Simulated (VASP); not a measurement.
# MgS (Immm) in VASP: single point with PBEsol

Aim: the single point of MgS with PBEsol.

Program: VASP 6.6.1. These are calculated values, not measurements. Logs are shortened: lines on timing, memory, paths and dates and some standing lists are left out, and cuts for length are marked.

## Step 1: The cell of the first run

Symmetry: Immm, No. 71, orthorhombic system. Conventional cell: a = 3.657 Å, b = 3.701 Å, c = 5.171 Å, α = 90.00°, β = 90.00°, γ = 90.00°. Mg (site symmetry mmm) has 6 S at 2.59 to 2.60 Å within 3.4 Å. Within 3.4 Å of S (site symmetry mmm) lie 6 Mg at 2.59 to 2.60 Å.

## Step 2: Single point, PBEsol

File INCAR:

```
SYSTEM = MgS
ALGO = Normal
EDIFF = 1E-6
ENCUT = 600
GGA = PS
GGA_COMPAT = .FALSE.
ISIF = 2
ISMEAR = 0
LASPH = .TRUE.
LCHARG = .FALSE.
LREAL = .FALSE.
LWAVE = .FALSE.
NBANDS = 11
NELM = 120
PREC = Accurate
SIGMA = 0.01
```

File KPOINTS:

```
k-points
0
G
  6 6 6
  0 0 0
```

File POSCAR:

```
MgS
1.0
    0.0157311417      2.6013909985      2.5856979072
    2.6013909985      0.0157311417      2.5856979072
    2.6171221403      2.6171221403      0.0000000001
Mg S
1 1
Direct
    0.0000000000      0.0000000000      0.0000000000
    0.5000000000      0.5000000000      0.5000000000
```

Potentials or basis: VASP PAW PBE potentials, release 64 (Mg, S).

Launch:

```sh
$ cat potpaw_PBE.64/Mg/POTCAR potpaw_PBE.64/S/POTCAR > POTCAR
$ mpirun -np 1 vasp_std > vasp.out
```

OUTCAR:

```text
SYSTEM = MgS
   EDIFF = 1E-6
   ENCUT = 600
   GGA = PS
   ISIF = 2
   ISMEAR = 0
   LASPH = .TRUE.
   LREAL = .FALSE.
   NELM = 120
   PREC = Accurate

 ion  position               nearest neighbor table
   1  0.000  0.000  0.000-   2 2.59   2 2.59   2 2.60   2 2.60   2 2.60   2 2.60
   2  0.500  0.500  0.500-   1 2.59   1 2.59   1 2.60   1 2.60   1 2.60   1 2.60

  LATTYP: Found a body centered orthorhombic cell.
 ALAT       =     3.6566752372
 B/A-ratio  =     1.0121679901
 C/A-ratio  =     1.4142343738

  Lattice vectors:

 A1 = (   2.6013909986,   0.0157311418,  -2.5856979071)
 A2 = (  -2.6013909985,  -0.0157311417,  -2.5856979072)
 A3 = (   0.0157311417,   2.6013909985,   2.5856979072)

Analysis of symmetry for initial positions (statically):
=====================================================================
 Subroutine PRICEL returns:
 Original cell was already a primitive cell.

 Routine SETGRP: Setting up the symmetry group for a
 body centered orthorhombic supercell.

 Subroutine GETGRP returns: Found  8 space group operations
 (whereof  8 operations were pure point group operations)
 out of a pool of  8 trial point group operations.

The static configuration has the point symmetry D_2h.

Analysis of symmetry for dynamics (positions and initial velocities):
=====================================================================
 Subroutine PRICEL returns:
 Original cell was already a primitive cell.

 Routine SETGRP: Setting up the symmetry group for a
 body centered orthorhombic supercell.

 Subroutine GETGRP returns: Found  8 space group operations
 (whereof  8 operations were pure point group operations)
 out of a pool of  8 trial point group operations.

The dynamic configuration has the point symmetry D_2h.

 Subroutine INISYM returns: Found  8 space group operations
 (whereof  8 operations are pure point group operations),
 and found     1 'primitive' translations

----------------------------------------------------------------------------------------

                                     Primitive cell

  volume of cell :      34.9948

  direct lattice vectors                    reciprocal lattice vectors
     0.015731142  2.601390998  2.585697907    -0.193374236  0.193374236  0.193371391
     2.601390998  0.015731142  2.585697907     0.193374236 -0.193374236  0.193371391
     2.617122140  2.617122140  0.000000000     0.191049547  0.191049547 -0.193371391

  length of vectors
     3.667876261  3.667876261  3.701169625     0.334932359  0.334932359  0.332253448

  position of ions in fractional coordinates (direct lattice)
     0.000000000  0.000000000  0.000000000
     0.500000000  0.500000000  0.500000000

  ion indices of the primitive-cell ions
   primitive index   ion index
                 1           1
                 2           2

----------------------------------------------------------------------------------------

 KPOINTS: k-points

Automatic generation of k-mesh.
 Grid dimensions read from file:
 generate k-points for:    6    6    6

 Generating k-lattice:

  Cartesian coordinates                     Fractional coordinates (reciprocal lattice)
    -0.032229039  0.032229039  0.032228565     0.166666667  0.000000000  0.000000000
     0.032229039 -0.032229039  0.032228565     0.000000000  0.166666667  0.000000000
     0.031841591  0.031841591 -0.032228565     0.000000000  0.000000000  0.166666667

  Length of vectors
     0.055822060  0.055822060  0.055375575

  Shift w.r.t. Gamma in fractional coordinates (k-lattice)
     0.000000000  0.000000000  0.000000000

 Subroutine IBZKPT returns following result:
 ===========================================

 Found     46 irreducible k-points:

 Following reciprocal coordinates:
            Coordinates               Weight
  0.000000  0.000000  0.000000      1.000000
  0.166667  0.000000  0.000000      4.000000
  0.333333  0.000000  0.000000      4.000000
  0.500000  0.000000  0.000000      2.000000
  0.166667  0.166667  0.000000      2.000000
  0.333333  0.166667  0.000000      4.000000
[... 16 lines left out ...]
 -0.166667  0.333333  0.166667      4.000000
  0.500000  0.500000  0.166667      4.000000
 [... further k-points ...]
   k-points           NKPTS =     46   k-points in BZ     NKDIM =     46   number of bands    NBANDS=     11
   number of dos      NEDOS =    301   number of ions     NIONS =      2
   total plane-waves  NPLWV =  27000
   dimension x,y,z NGX =    30 NGY =   30 NGZ =   30
   dimension x,y,z NGXF=    60 NGYF=   60 NGZF=   60
   ions per type =               1   1
   NGX,Y,Z   is equivalent  to a cutoff of  13.60, 13.60, 13.48 a.u.
   NGXF,Y,Z  is equivalent  to a cutoff of  27.19, 27.19, 26.95 a.u.
 SYSTEM =  MgS
   PREC   = accura    normal or accurate (medium, high low for compatibility)
   ISTART =      0    job   : 0-new  1-cont  2-samecut
   ICHARG =      2    charge: 1-file 2-atom 10-const
   ISPIN  =      1    spin polarized calculation?
   LNONCOLLINEAR =      F non collinear calculations
   LSORBIT =      F    spin-orbit coupling
   LASPH  =      T    aspherical Exc in radial PAW
   ENCUT  =  600.0 eV  44.10 Ry    6.64 a.u.   7.33  7.33  7.39*2*pi/ulx,y,z
   NELM   =    120;   NELMIN=  2; NELMDL= -5     # of ELM steps
   EDIFF  = 0.1E-05   stopping-criterion for ELM
   LREAL  =      F    real-space projection
   EDIFFG = 0.1E-04   stopping-criterion for IOM
   NSW    =      0    number of steps for IOM
   IBRION =     -1    ionic relax: 0-MD 1-quasi-New 2-CG
   NFREE  =      0    steps in history (QN), initial steepest desc. (CG)
   ISIF   =      2    stress and relaxation
   ISYM   =      2    0-nonsym 1-usesym 2-fastsym
   POTIM  = 0.5000    time-step for ionic-motion
   TEBEG  =    0.0;   TEEND  =   0.0 temperature during run
   PSTRESS=    0.0 pullay stress
   NELECT =       8.0000    total number of electrons
   NUPDOWN=      -1.0000    fix difference up-down
   EMIN   =  10.00;   EMAX   =-10.00  energy-range for DOS
   EFERMI =   0.00;   METHOD = LEGACY
   ISMEAR =     0;   SIGMA  =   0.01  broadening in eV -4-tet -1-fermi 0-gaus
   EFERMI_NEDOS =   21; number of points for ismear=-14 and -15
   IALGO  =     38    algorithm
   IMIX   =      4    mixing-type and parameters
     AMIX     =   0.40;   BMIX     =  1.00
     AMIX_MAG =   1.60;   BMIX_MAG =  1.00
  volume/ion in A,a.u.               =      17.50       118.08
  Fermi-wavevector in a.u.,A,eV,Ry     =   1.001007  1.891629 13.633241  1.002015
  Thomas-Fermi vector in A             =   2.133401
   LORBIT       =      0    0 simple, 1 ext, 2 COOP (PROOUT), +10 PAW based schemes
   GGA     = PS    functional components
   LHFCALC =     F    Hartree Fock is set to
   AEXX    =    0.0000 exact exchange contribution
   IVDW    =     0    specifies the selected vdW correction
   LEPSILON=     F    determine dielectric tensor
   LRPA    =     F    only Hartree local field effects (RPA)
 non-spin polarized calculation
 Gauss-broadening in eV      SIGMA  =   0.01
  energy-cutoff  :      600.00
  volume of cell :       34.99
 maximum number of plane-waves:      1195
 NGX is ok and might be reduce to    30
   NGX = 15   NGY = 15   NGZ = 15

 number of electron       7.9999999 magnetization

 Free energy of the ion-electron system (eV)
  ---------------------------------------------------
  ext. energy  EPLUGINS =         0.00000000
  ---------------------------------------------------
  free energy    TOTEN  =        -9.07087522 eV

  energy without entropy =       -9.07087522  energy(sigma->0) =       -9.07087522

 E-fermi :   3.8630     XC(G=0):  -9.8624

 val. band max:        3.7994739311   @ k =   0.0000   0.0000   0.0000
 cond. band min:       6.4231719731   @ k =   0.5000   0.5000  -0.0000
 fundamental gap:      2.6236980420
 Fermi energy:         3.8630239695

 k-point     1 :       0.0000    0.0000    0.0000
  band No.  band energies     occupation
      1      -8.9847      2.00000
      2       3.6900      2.00000
      3       3.7169      2.00000
      4       3.7995      2.00000
      5       7.3745      0.00000
      6      11.4606      0.00000
      7      11.6280      0.00000
      8      11.6659      0.00000
      9      14.0111      0.00000
     10      14.0937      0.00000
     11      16.0410      0.00000

 k-point     2 :       0.1667    0.0000    0.0000
  band No.  band energies     occupation
      1      -8.7123      2.00000
      2       2.1024      2.00000
      3       3.5110      2.00000
      4       3.5689      2.00000
      5       8.4510      0.00000
      6      11.3374      0.00000
      7      11.7507      0.00000
      8      11.9151      0.00000
      9      13.2513      0.00000
     10      13.3723      0.00000
     11      16.0627      0.00000

 k-point     3 :       0.3333    0.0000    0.0000
  band No.  band energies     occupation
      1      -8.0513      2.00000
      2      -0.1573      2.00000
      3       3.2040      2.00000
      4       3.2652      2.00000
      5       8.3499      0.00000
      6      10.8877      0.00000
      7      11.0330      0.00000
      8      13.1029      0.00000
      9      15.1221      0.00000
     10      15.1407      0.00000
     11      15.2722      0.00000

 k-point     4 :       0.5000    0.0000    0.0000
  band No.  band energies     occupation
      1      -7.6256      2.00000
      2      -1.1749      2.00000
      3       3.0698      2.00000
      4       3.1322      2.00000
      5       8.0985      0.00000
      6      10.4486      0.00000
      7      10.5960      0.00000
      8      13.8562      0.00000
      9      15.7591      0.00000
     10      18.1251      0.00000
     11      18.2311      0.00000

 k-point     5 :       0.1667    0.1667    0.0000
  band No.  band energies     occupation
      1      -8.6241      2.00000
      2       2.1519      2.00000
      3       3.1244      2.00000
      4       3.2521      2.00000
      5       9.0178      0.00000
      6      10.1213      0.00000
      7      11.6245      0.00000
      8      12.6404      0.00000
      9      12.7974      0.00000
     10      14.4844      0.00000
     11      17.7676      0.00000
[... 211 lines left out ...]
 k-point    21 :       0.5000    0.3333    0.1667
  band No.  band energies     occupation
      1      -7.6082      2.00000
      2      -0.0422      2.00000
      3       1.4744      2.00000
      4       2.4787      2.00000
      5       8.9635      0.00000
      6      10.2183      0.00000
      7      10.9498      0.00000
      8      13.5652      0.00000
      9      15.2235      0.00000
     10      18.4941      0.00000
     11      19.0660      0.00000

 k-point    22 :      -0.3333    0.3333    0.1667
  band No.  band energies     occupation
      1      -7.3181      2.00000
      2      -0.2592      2.00000
      3       0.9358      2.00000
      4       2.0896      2.00000
      5       8.9688      0.00000
      6      10.2606      0.00000
      7      12.3709      0.00000
      8      12.6310      0.00000
      9      15.9222      0.00000
     10      17.5886      0.00000
     11      19.4501      0.00000

 k-point    23 :      -0.1667    0.3333    0.1667
  band No.  band energies     occupation
      1      -7.6057      2.00000
      2      -0.0125      2.00000
      3       1.4867      2.00000
      4       2.4463      2.00000
      5       8.9489      0.00000
      6      10.2040      0.00000
      7      10.8400      0.00000
      8      13.5258      0.00000
      9      15.2193      0.00000
     10      18.5948      0.00000
     11      19.1559      0.00000

 k-point    24 :       0.5000    0.5000    0.1667
  band No.  band energies     occupation
      1      -7.3649      2.00000
      2      -0.2797      2.00000
      3       1.3089      2.00000
      4       2.2998      2.00000
      5       7.3909      0.00000
      6       9.1458      0.00000
      7      13.7064      0.00000
      8      14.0162      0.00000
      9      16.5087      0.00000
     10      18.4719      0.00000
     11      19.7091      0.00000

 [... further k-points ...]

------------------------ aborting loop because EDIFF is reached ----------------------------------------

  FORCE on cell =-STRESS in cart. coord.  units (eV):
  Direction    XX          YY          ZZ          XY          YZ          ZX
  --------------------------------------------------------------------------------------
  -------------------------------------------------------------------------------------
  Total       -0.1812668     -0.1812668     -0.0405485     -0.1411247     -0.0000000     -0.0000000
  in kB       -8.2989987     -8.2989987     -1.8564456     -6.4611573     -0.0000000     -0.0000000
  external PRESSURE =      -6.1514810 kB  Pullay stress =       0.0000000 kB

 VOLUME and BASIS-vectors are now :
 -----------------------------------------------------------------------------
  energy-cutoff  :      600.00
  volume of cell :       34.99
      direct lattice vectors                 reciprocal lattice vectors
     0.015731142  2.601390998  2.585697907    -0.193374236  0.193374236  0.193371391
     2.601390998  0.015731142  2.585697907     0.193374236 -0.193374236  0.193371391
     2.617122140  2.617122140  0.000000000     0.191049547  0.191049547 -0.193371391

 POSITION                                       TOTAL-FORCE (eV/Angst)
 -----------------------------------------------------------------------------------
      0.00000      0.00000      0.00000         0.000000      0.000000      0.000000
      2.61712      2.61712      2.58570        -0.000000     -0.000000     -0.000000
 -----------------------------------------------------------------------------------
    total drift:                               -0.000000     -0.000000      0.000000

  FREE ENERGIE OF THE ION-ELECTRON SYSTEM (eV)
  ---------------------------------------------------
  free  energy   TOTEN  =        -9.0708752207 eV

  energy  without entropy=       -9.0708752207  energy(sigma->0) =       -9.07087522
```

Run time: 17 s. Hardware: 1 thread of Intel Xeon Platinum 8259CL at 2.50GHz (Skylake/Cascade Lake), shared host; peak memory 0.17 GiB.

Results:

```
Free energy            : -9.0709 eV
Pressure               : -0.6 GPa
Band gap on the k mesh : 2.62 eV (least direct gap 3.58 eV)
```

Stress tensor (GPa, compression positive):
```
-0.83 -0.65  0.00
-0.65 -0.83  0.00
 0.00  0.00 -0.19
```

Caveat: the PAW data sets were made with another functional, which shifts forces and pressure a little.
